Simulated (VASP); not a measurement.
# Si16Ag (a cell with a defect) in VASP: further runs

Si16Ag (a cell with a defect) is run at these levels: r2SCAN; tasks: single point.

Program: VASP 6.6.1. These are calculated values, not measurements. Logs are shortened: lines on timing, memory, paths and dates and some standing lists are left out, and cuts for length are marked.

## 1. The cell of the first run

The cell holds a defect, 17 atoms: a = 7.699 Å, b = 7.699 Å, c = 7.699 Å, α = 60.00°, β = 60.00°, γ = 60.00°.

## 2. Single point, r2SCAN

The input, POSCAR:

```
Si16Ag
1.0
    0.0000000000      5.4437023800     -5.4437023800
    5.4437023800      5.4437023800      0.0000000000
    5.4437023800      0.0000000000     -5.4437023800
Si Ag
16 1
Direct
    0.1298755793      0.1330425415      0.1268649444
    0.1297830871      0.6093059959      0.1267730033
    0.5807965387      0.1407677067      0.1366394502
    0.6290899577      0.6334693301      0.1028817266
    0.1136208332      0.1183051451      0.6487147448
    0.1243810651      0.6286588173      0.6171769258
    0.6228519238      0.1304758141      0.6196241573
    0.6228141738      0.6259765436      0.6195759365
    0.2593761380      0.7467071519      0.2462033018
    0.2172877791      0.2490896646      0.2836600703
    0.7310012051      0.7521250638      0.2496776835
    0.7310867168      0.2661171385      0.2497349056
    0.2505545683      0.7406293031      0.7502789857
    0.2505919510      0.2574062471      0.7503411676
    0.7511438382      0.7579972622      0.7317059644
    0.7299836991      0.2550354342      0.7588754329
   -0.0386215089     -0.0117824222      0.0612340603
```

The input, INCAR.step1:

```
ALGO = Normal ; EDIFF = 1E-4
ENCUT = 520 ; GGA = PE
ISMEAR = 0 ; LASPH = True
LCHARG = False ; LREAL = Auto
LWAVE = True ; NBANDS = 52
NELECT = 74.0 ; NELM = 100
PREC = Accurate ; SIGMA = 0.02
```

The input, INCAR.step2:

```
ALGO = Normal ; EDIFF = 1E-7
ENCUT = 520 ; ISIF = 2
ISMEAR = 0 ; ISTART = 1
LASPH = True ; LCHARG = True
LELF = True ; LMIXTAU = True
LREAL = Auto ; LVHAR = True
LWAVE = False ; METAGGA = R2SCAN
NBANDS = 52 ; NELECT = 74.0
NELM = 100 ; PREC = Accurate
SIGMA = 0.02
```

The input, KPOINTS:

```
k-points
0
Gamma
  2 2 2
```

Potentials or basis: VASP PAW PBE potentials, release 64 (Si, Ag).

Run with:

```sh
$ cat potpaw_PBE.64/Si/POTCAR potpaw_PBE.64/Ag/POTCAR > POTCAR
$ cp INCAR.step1 INCAR
$ mpirun -np 1 vasp_std > vasp.out
$ cp INCAR.step2 INCAR
$ mpirun -np 1 vasp_std > vasp.out
```

OUTCAR:

```text
EDIFF = 1E-7
   ENCUT = 520
   ISIF = 2
   ISMEAR = 0
   ISTART = 1
   LASPH = True
   LREAL = Auto
   METAGGA = R2SCAN
   NELECT = 74.0
   NELM = 100
   PREC = Accurate

 ion  position               nearest neighbor table
   1  0.130  0.133  0.127-  10 2.28  14 2.37  17 2.42   9 2.43  12 2.51
   2  0.130  0.609  0.127-  10 2.28  13 2.37  17 2.42   9 2.43  11 2.51
   3  0.581  0.141  0.137-  10 2.29  16 2.38  17 2.42  11 2.45  12 2.45
   4  0.629  0.633  0.103-  12 2.32  11 2.32   9 2.33  15 2.33
   5  0.114  0.118  0.649-  10 2.30  13 2.38  14 2.38  16 2.41  17 2.59
   6  0.124  0.629  0.617-   9 2.33  13 2.34  14 2.34  15 2.35
   7  0.623  0.130  0.620-  12 2.33  16 2.33  14 2.34  15 2.34
   8  0.623  0.626  0.620-  11 2.33  16 2.33  13 2.34  15 2.34
   9  0.259  0.747  0.246-   4 2.33   6 2.33   1 2.43   2 2.43  17 2.66
  10  0.217  0.249  0.284-   2 2.28   1 2.28   3 2.29   5 2.30
  11  0.731  0.752  0.250-   4 2.32   8 2.33   3 2.45   2 2.51  17 2.56
  12  0.731  0.266  0.250-   4 2.32   7 2.33   3 2.45   1 2.51  17 2.56
  13  0.251  0.741  0.750-   6 2.34   8 2.34   2 2.37   5 2.38  17 3.05
  14  0.251  0.257  0.750-   6 2.34   7 2.34   1 2.37   5 2.38  17 3.05
  15  0.751  0.758  0.732-   4 2.33   8 2.34   7 2.34   6 2.35
  16  0.730  0.255  0.759-   8 2.33   7 2.33   3 2.38   5 2.41  17 2.92
  17  0.961  0.988  0.061-   3 2.42   2 2.42   1 2.42  12 2.56  11 2.56   5 2.59   9 2.66  16 2.92
                            14 3.05  13 3.05

  LATTYP: Found a face centered cubic cell.
 ALAT       =    10.8874047600

  Lattice vectors:

 A1 = (   0.0000000000,   5.4437023800,  -5.4437023800)
 A2 = (   5.4437023800,   5.4437023800,   0.0000000000)
 A3 = (   5.4437023800,   0.0000000000,  -5.4437023800)

Analysis of symmetry for initial positions (statically):
=====================================================================
 Subroutine PRICEL returns:
 Original cell was already a primitive cell.

 Routine SETGRP: Setting up the symmetry group for a
 face centered cubic supercell.

 Subroutine GETGRP returns: Found  1 space group operations
 (whereof  1 operations were pure point group operations)
 out of a pool of 48 trial point group operations.

The static configuration has the point symmetry C_1 .

Analysis of symmetry for dynamics (positions and initial velocities):
=====================================================================
 Subroutine PRICEL returns:
 Original cell was already a primitive cell.

 Routine SETGRP: Setting up the symmetry group for a
 face centered cubic supercell.

 Subroutine GETGRP returns: Found  1 space group operations
 (whereof  1 operations were pure point group operations)
 out of a pool of 48 trial point group operations.

The dynamic configuration has the point symmetry C_1 .

 Subroutine INISYM returns: Found  1 space group operations
 (whereof  1 operations are pure point group operations),
 and found     1 'primitive' translations

----------------------------------------------------------------------------------------

                                     Primitive cell

  volume of cell :     322.6362

  direct lattice vectors                    reciprocal lattice vectors
     0.000000000  5.443702380 -5.443702380    -0.091849254  0.091849254 -0.091849254
     5.443702380  5.443702380  0.000000000     0.091849254  0.091849254  0.091849254
     5.443702380  0.000000000 -5.443702380     0.091849254 -0.091849254 -0.091849254

  length of vectors
     7.698557735  7.698557735  7.698557735     0.159087574  0.159087574  0.159087574

  position of ions in fractional coordinates (direct lattice)
     0.129875579  0.133042541  0.126864944
     0.129783087  0.609305996  0.126773003
     0.580796539  0.140767707  0.136639450
     0.629089958  0.633469330  0.102881727
     0.113620833  0.118305145  0.648714745
     0.124381065  0.628658817  0.617176926
[... 9 lines left out ...]
     0.729983699  0.255035434  0.758875433
     0.961378491  0.988217578  0.061234060

  ion indices of the primitive-cell ions
   primitive index   ion index
                 1           1
                 2           2
                 3           3
                 4           4
                 5           5
                 6           6
[... 9 lines left out ...]
                16          16
                17          17

----------------------------------------------------------------------------------------

 KPOINTS: k-points

Automatic generation of k-mesh.
 Grid dimensions read from file:
 generate k-points for:    2    2    2

 Generating k-lattice:

  Cartesian coordinates                     Fractional coordinates (reciprocal lattice)
    -0.045924627  0.045924627 -0.045924627     0.500000000  0.000000000  0.000000000
     0.045924627  0.045924627  0.045924627     0.000000000  0.500000000  0.000000000
     0.045924627 -0.045924627 -0.045924627     0.000000000  0.000000000  0.500000000

  Length of vectors
     0.079543787  0.079543787  0.079543787

  Shift w.r.t. Gamma in fractional coordinates (k-lattice)
     0.000000000  0.000000000  0.000000000

 Subroutine IBZKPT returns following result:
 ===========================================

 Found      8 irreducible k-points:

 Following reciprocal coordinates:
            Coordinates               Weight
  0.000000  0.000000  0.000000      1.000000
  0.500000  0.000000  0.000000      1.000000
  0.000000  0.500000  0.000000      1.000000
  0.000000  0.000000  0.500000      1.000000
  0.500000  0.500000  0.500000      1.000000
  0.500000  0.500000  0.000000      1.000000
  0.000000  0.500000  0.500000      1.000000
  0.500000  0.000000  0.500000      1.000000
   k-points           NKPTS =      8   k-points in BZ     NKDIM =      8   number of bands    NBANDS=     52
   number of dos      NEDOS =    301   number of ions     NIONS =     17
   total plane-waves  NPLWV = 216000
   dimension x,y,z NGX =    60 NGY =   60 NGZ =   60
   dimension x,y,z NGXF=   120 NGYF=  120 NGZF=  120
   ions per type =              16   1
   NGX,Y,Z   is equivalent  to a cutoff of  12.96, 12.96, 12.96 a.u.
   NGXF,Y,Z  is equivalent  to a cutoff of  25.91, 25.91, 25.91 a.u.
 SYSTEM =  unknown system
   PREC   = accura    normal or accurate (medium, high low for compatibility)
   ISTART =      1    job   : 0-new  1-cont  2-samecut
[... 17 lines left out ...]
   PSTRESS=    0.0 pullay stress
   NELECT =      74.0000    total number of electrons
   NUPDOWN=      -1.0000    fix difference up-down
   EMIN   =  10.00;   EMAX   =-10.00  energy-range for DOS
   EFERMI =   0.00;   METHOD = LEGACY
   ISMEAR =     0;   SIGMA  =   0.02  broadening in eV -4-tet -1-fermi 0-gaus
   EFERMI_NEDOS =   21; number of points for ismear=-14 and -15
   IALGO  =     38    algorithm
   IMIX   =      4    mixing-type and parameters
     AMIX     =   0.40;   BMIX     =  1.00
     AMIX_MAG =   1.60;   BMIX_MAG =  1.00
  volume/ion in A,a.u.               =      18.98       128.07
  Fermi-wavevector in a.u.,A,eV,Ry     =   1.002108  1.893709 13.663238  1.004220
  Thomas-Fermi vector in A             =   2.134573
   LORBIT       =      0    0 simple, 1 ext, 2 COOP (PROOUT), +10 PAW based schemes
   METAGGA = R2SCAN    functional components
   LHFCALC =     F    Hartree Fock is set to
   AEXX    =    0.0000 exact exchange contribution
   IVDW    =     0    specifies the selected vdW correction
   LEPSILON=     F    determine dielectric tensor
   LRPA    =     F    only Hartree local field effects (RPA)
 non-spin polarized calculation
 Gauss-broadening in eV      SIGMA  =   0.02
  energy-cutoff  :      520.00
  volume of cell :      322.64
 maximum number of plane-waves:      8694
 NGX is ok and might be reduce to    60
   NGX = 29   NGY = 29   NGZ = 29

 number of electron      74.0000000 magnetization

 Free energy of the ion-electron system (eV)
  ---------------------------------------------------
  ext. energy  EPLUGINS =         0.00000000
  ---------------------------------------------------
  free energy    TOTEN  =      -164.44059704 eV

  energy without entropy =     -164.44059704  energy(sigma->0) =     -164.44059704

 E-fermi :   6.4983     XC(G=0): -10.1450

 val. band max:        6.3900611103   @ k =   0.0000   0.0000   0.0000
 cond. band min:       6.6910566731   @ k =   0.0000   0.0000   0.0000
 fundamental gap:      0.3009955628
 Fermi energy:         6.4983098742

 k-point     1 :       0.0000    0.0000    0.0000
  band No.  band energies     occupation
      1      -6.3724      2.00000
      2      -3.9654      2.00000
      3      -3.9030      2.00000
      4      -3.8669      2.00000
      5      -3.8360      2.00000
      6      -2.4561      2.00000
[... 41 lines left out ...]
     48       8.8733      0.00000
     49       9.0252      0.00000

 k-point     2 :       0.5000    0.0000    0.0000
  band No.  band energies     occupation
      1      -5.6138      2.00000
      2      -5.4335      2.00000
      3      -3.7623      2.00000
      4      -3.5721      2.00000
      5      -3.5431      2.00000
      6      -3.4586      2.00000
[... 41 lines left out ...]
     48      10.1082      0.00000
     49      10.2445      0.00000

 k-point     3 :       0.0000    0.5000    0.0000
  band No.  band energies     occupation
      1      -5.6322      2.00000
      2      -5.4074      2.00000
      3      -3.7481      2.00000
      4      -3.5992      2.00000
      5      -3.5683      2.00000
      6      -3.4621      2.00000
[... 41 lines left out ...]
     48      10.1492      0.00000
     49      10.3510      0.00000

 k-point     4 :       0.0000    0.0000    0.5000
  band No.  band energies     occupation
      1      -5.6911      2.00000
      2      -5.3569      2.00000
      3      -3.6837      2.00000
      4      -3.5895      2.00000
      5      -3.5492      2.00000
      6      -3.4607      2.00000
[... 41 lines left out ...]
     48      10.1029      0.00000
     49      10.1530      0.00000

 k-point     5 :       0.5000    0.5000    0.5000
  band No.  band energies     occupation
      1      -5.6322      2.00000
      2      -5.4075      2.00000
      3      -3.7480      2.00000
      4      -3.5991      2.00000
      5      -3.5681      2.00000
      6      -3.4621      2.00000
[... 41 lines left out ...]
     48      10.1489      0.00000
     49      10.3504      0.00000

 k-point     6 :       0.5000    0.5000    0.0000
  band No.  band energies     occupation
      1      -5.3204      2.00000
      2      -5.1912      2.00000
      3      -4.2954      2.00000
      4      -4.2024      2.00000
      5      -4.1461      2.00000
      6      -4.1262      2.00000
[... 41 lines left out ...]
     48      10.8277      0.00000
     49      10.9274      0.00000

 k-point     7 :       0.0000    0.5000    0.5000
  band No.  band energies     occupation
      1      -5.3205      2.00000
      2      -5.1911      2.00000
      3      -4.2955      2.00000
      4      -4.2025      2.00000
      5      -4.1460      2.00000
      6      -4.1263      2.00000
[... 41 lines left out ...]
     48      10.8282      0.00000
     49      10.9272      0.00000

 k-point     8 :       0.5000    0.0000    0.5000
  band No.  band energies     occupation
      1      -5.3048      2.00000
      2      -5.2069      2.00000
      3      -4.2990      2.00000
      4      -4.1939      2.00000
      5      -4.1562      2.00000
      6      -4.1168      2.00000
[... 41 lines left out ...]
     48      10.8454      0.00000
     49      10.9413      0.00000
 [bands above 49 left out]

------------------------ aborting loop because EDIFF is reached ----------------------------------------

  FORCE on cell =-STRESS in cart. coord.  units (eV):
  Direction    XX          YY          ZZ          XY          YZ          ZX
  --------------------------------------------------------------------------------------
  -------------------------------------------------------------------------------------
  Total       -0.8231600     -0.8265005     -1.4843189      1.0050379     -0.6555905      0.6633219
  in kB       -4.0877255     -4.1043140     -7.3709708      4.9909120     -3.2555929      3.2939865
  external PRESSURE =      -5.1876701 kB  Pullay stress =       0.0000000 kB

 VOLUME and BASIS-vectors are now :
 -----------------------------------------------------------------------------
  energy-cutoff  :      520.00
  volume of cell :      322.64
      direct lattice vectors                 reciprocal lattice vectors
     0.000000000  5.443702380 -5.443702380    -0.091849254  0.091849254 -0.091849254
     5.443702380  5.443702380  0.000000000     0.091849254  0.091849254  0.091849254
     5.443702380  0.000000000 -5.443702380     0.091849254 -0.091849254 -0.091849254

 POSITION                                       TOTAL-FORCE (eV/Angst)
 -----------------------------------------------------------------------------------
      1.41486      1.43125     -1.39762         0.005896      0.001693     -0.001328
      4.00699      4.02338     -1.39661        -0.000453     -0.004936     -0.002859
      1.51012      3.92798     -3.90551         0.004273     -0.001111      0.009028
      4.00848      6.87300     -3.98464         0.010079     -0.009136     -0.008650
      4.17543      1.26254     -4.14993        -0.007254      0.007103      0.012212
      6.78196      4.09933     -4.03682         0.000544     -0.000749     -0.000839
[... 9 lines left out ...]
      5.51943      5.36215     -8.10491        -0.001575      0.001129     -0.001187
      5.71290     10.61302     -5.56680        -0.005458      0.002077      0.016522
 -----------------------------------------------------------------------------------
    total drift:                               -0.003644      0.002786     -0.008164

  FREE ENERGIE OF THE ION-ELECTRON SYSTEM (eV)
  ---------------------------------------------------
  free  energy   TOTEN  =      -164.4405970410 eV

  energy  without entropy=     -164.4405970410  energy(sigma->0) =     -164.44059704
```

Wall time 7.4 min (1 thread of Intel Xeon 6975P-C (Granite Rapids), shared host); peak memory 0.56 GiB.

What came out:

```
Free energy   : -164.4406 eV
Largest force : 0.019 eV/Å
```

Forces in eV/Å, atoms in the order of the input:
```
Si   0.006  0.002 -0.001
Si   0.000 -0.005 -0.003
Si   0.004 -0.001  0.009
Si   0.010 -0.009 -0.009
Si  -0.007  0.007  0.012
Si   0.001 -0.001 -0.001
Si   0.001 -0.001 -0.003
Si   0.002  0.000 -0.003
Si   0.000 -0.003  0.002
Si  -0.016  0.010  0.000
Si  -0.001  0.000 -0.006
Si   0.000 -0.001 -0.004
Si   0.001  0.004  0.000
Si  -0.002  0.000  0.000
Si   0.009 -0.007 -0.008
Si  -0.002  0.001 -0.001
Ag  -0.005  0.002  0.017
```

Caveat: the k points lie up to 0.50 Å⁻¹ apart; the cell carries a net charge on a neutralising background, which shifts energy and pressure; the cell is charged against a uniform background, so pressure and absolute levels hang on convention; the PAW data sets were made with another functional, which shifts forces and pressure a little.

## 3. Single point, r2SCAN

The input, POSCAR:

```
Si16Ag
1.0
    0.0000000000      5.4437023800     -5.4437023800
    5.4437023800      5.4437023800      0.0000000000
    5.4437023800      0.0000000000     -5.4437023800
Si Ag
16 1
Direct
    0.1337064279      0.1361244514      0.1290505893
    0.1336665654      0.6023997587      0.1292034264
    0.5828586463      0.1425504089      0.1339000462
    0.6355152722      0.6411327726      0.0841067288
    0.1060202156      0.1149532903      0.6659099354
    0.1279308550      0.6295760240      0.6146361918
    0.6197843424      0.1396276738      0.6147699243
    0.6195363495      0.6273788061      0.6149640936
    0.2691281407      0.7440190917      0.2441376121
    0.2194713114      0.2421297874      0.2974603288
    0.7302332535      0.7494183582      0.2450674939
    0.7300760076      0.2771188420      0.2448634049
    0.2473196376      0.7404299902      0.7554840829
    0.2475575272      0.2584684837      0.7553622908
    0.7545452917      0.7666466145      0.7136363689
    0.7290044023      0.2563870878      0.7597928232
   -0.0492232090     -0.0335208443      0.1177701232
```

The input, INCAR.step1:

```
SYSTEM = Si16Ag
  PREC = Accurate
  ENCUT = 520
  ISMEAR = 0
  SIGMA = 0.02
  LREAL = Auto
  LASPH = .TRUE.
  NELM = 80
  NELECT = 74.0
  NBANDS = 52
  GGA = PE
  ALGO = Normal
  EDIFF = 1E-4
  LWAVE = .TRUE.
  LCHARG = .FALSE.
```

The input, INCAR.step2:

```
SYSTEM = Si16Ag
  PREC = Accurate
  ENCUT = 520
  EDIFF = 1E-6
  ISMEAR = 0
  SIGMA = 0.02
  LREAL = Auto
  LASPH = .TRUE.
  NELM = 80
  ALGO = Normal
  ISIF = 2
  LWAVE = .FALSE.
  LCHARG = .FALSE.
  METAGGA = R2SCAN
  LMIXTAU = .TRUE.
  NELECT = 74.0
  NBANDS = 52
  ISTART = 1
```

The input, KPOINTS:

```
Automatic mesh
0
G
  2 2 2
  0 0 0
```

Potentials or basis: VASP PAW PBE potentials, release 64 (Si, Ag).

Run with:

```sh
$ cat potpaw_PBE.64/Si/POTCAR potpaw_PBE.64/Ag/POTCAR > POTCAR
$ cp INCAR.step1 INCAR
$ mpirun -np 1 vasp_std > vasp.out
$ cp INCAR.step2 INCAR
$ mpirun -np 1 vasp_std > vasp.out
```

It took 6.6 min on 1 thread of Intel Xeon 6975P-C (Granite Rapids), shared host; peak memory 0.57 GiB.

Results (log left out):

```yaml
Free_energy: -164.4011 eV
Largest_force: 0.151 eV/Å
```

Forces in eV/Å, atoms in the order of the input:
```
Si  -0.004  0.000 -0.011
Si   0.004  0.009 -0.009
Si   0.010 -0.019  0.009
Si   0.022 -0.025 -0.032
Si  -0.011  0.007  0.004
Si   0.006 -0.008  0.004
Si   0.001 -0.003 -0.010
Si   0.003  0.002 -0.014
Si   0.011 -0.008 -0.001
Si   0.001  0.004  0.017
Si   0.020  0.005 -0.003
Si  -0.009 -0.018 -0.011
Si  -0.005 -0.001 -0.003
Si   0.000  0.002 -0.002
Si   0.026 -0.023 -0.024
Si   0.007 -0.006 -0.009
Ag  -0.084  0.082  0.096
```

Levels at points of the mesh, in eV from the Fermi level:
| k point | band 33 | band 34 | band 35 | band 36 | band 37 | band 38 | band 39 | band 40 | band 41 | band 42 |
| --- | --- | --- | --- | --- | --- | --- | --- | --- | --- | --- |
| (0.00, 0.00, 0.00) | -1.27 | -1.22 | -0.63 | -0.14 | -0.10 | 0.11 | 0.44 | 0.62 | 0.66 | 0.96 |
| (0.50, 0.00, 0.00) | -2.24 | -1.20 | -1.11 | -1.02 | -0.88 | 0.83 | 1.22 | 1.31 | 1.39 | 1.52 |
| (0.00, 0.50, 0.00) | -2.22 | -1.22 | -1.12 | -0.97 | -0.78 | 0.89 | 1.19 | 1.34 | 1.40 | 1.54 |
| (0.00, 0.00, 0.50) | -2.38 | -1.11 | -1.10 | -0.68 | -0.46 | 0.89 | 1.12 | 1.61 | 1.63 | 1.75 |
| (0.50, 0.50, 0.50) | -2.22 | -1.22 | -1.12 | -0.97 | -0.78 | 0.89 | 1.19 | 1.34 | 1.41 | 1.54 |
| (0.50, 0.50, 0.00) | -2.04 | -1.76 | -1.66 | -1.61 | -1.18 | 0.83 | 1.05 | 2.03 | 2.16 | 2.45 |
| (0.00, 0.50, 0.50) | -2.04 | -1.76 | -1.66 | -1.61 | -1.18 | 0.83 | 1.05 | 2.03 | 2.16 | 2.45 |
| (0.50, 0.00, 0.50) | -2.00 | -1.72 | -1.70 | -1.58 | -1.26 | 0.83 | 1.05 | 2.04 | 2.16 | 2.45 |

Caveat: the k points lie up to 0.50 Å⁻¹ apart; the cell carries a net charge on a neutralising background, which shifts energy and pressure; the cell is charged against a uniform background, so pressure and absolute levels hang on convention; the PAW data sets were made with another functional, which shifts forces and pressure a little.
